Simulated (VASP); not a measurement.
Write the native input for VASP 6.6.1 that does the following.

| Property | Result |
| --- | --- |
| Task | single point |
| Functional | PBE |
| Potentials or basis | VASP PAW PBE potentials, release 64 (Ag, Cl) |
| Cutoff | 520 eV |
| k mesh | 8 × 8 × 8 |
| Occupations | fermi-dirac, width 0.02 eV |
| Spin | no spin polarisation |
| Dipole correction | no |
| Further INCAR settings | ALGO = Normal; EDIFF = 1e-07; NBANDS = 16 |

The structure of AgCl lies in POSCAR:

```
AgCl
1.0
    0.0284251341      2.7731838126      2.7731838126
    2.7731838126      0.0284251341      2.7731838126
    2.8016089467      2.8016089467      0.0000000000
Ag Cl
1 1
Direct
    0.0000000000      0.0000000000      0.0000000000
    0.5000000000      0.5000000000      0.5000000000
```

This cell differs from its parent crystal: shear xy strain +2.0%.

These files were run (other wordings do the same):

INCAR

```
SYSTEM = AgCl
PREC = Accurate
ENCUT = 520
EDIFF = 1E-7
ISMEAR = -1
SIGMA = 0.02
LREAL = .False.
LASPH = .True.
NELM = 100
ALGO = Normal
ISIF = 2
LWAVE = .False.
LCHARG = .False.
GGA = PE
NBANDS = 16
```

KPOINTS

```
regular mesh
0
Gamma
  8 8 8
  0 0 0
```

Potentials or basis: VASP PAW PBE potentials, release 64 (Ag, Cl).

Run with:

```bash
$ cat potpaw_PBE.64/Ag/POTCAR potpaw_PBE.64/Cl/POTCAR > POTCAR
$ mpirun -np 1 vasp_std > vasp.out
```

Results of the run:

* Pressure: 1.5 GPa
* Band gap on the k mesh: 0.89 eV, indirect (least direct gap 3.16 eV)

Caveat: the cell differs from its parent crystal (shear xy strain +2.0%).

Run time: 65 s on 1 thread of Intel(R) Xeon(R) Platinum 8488C (Sapphire Rapids) (shared host), peak memory 0.21 GiB.
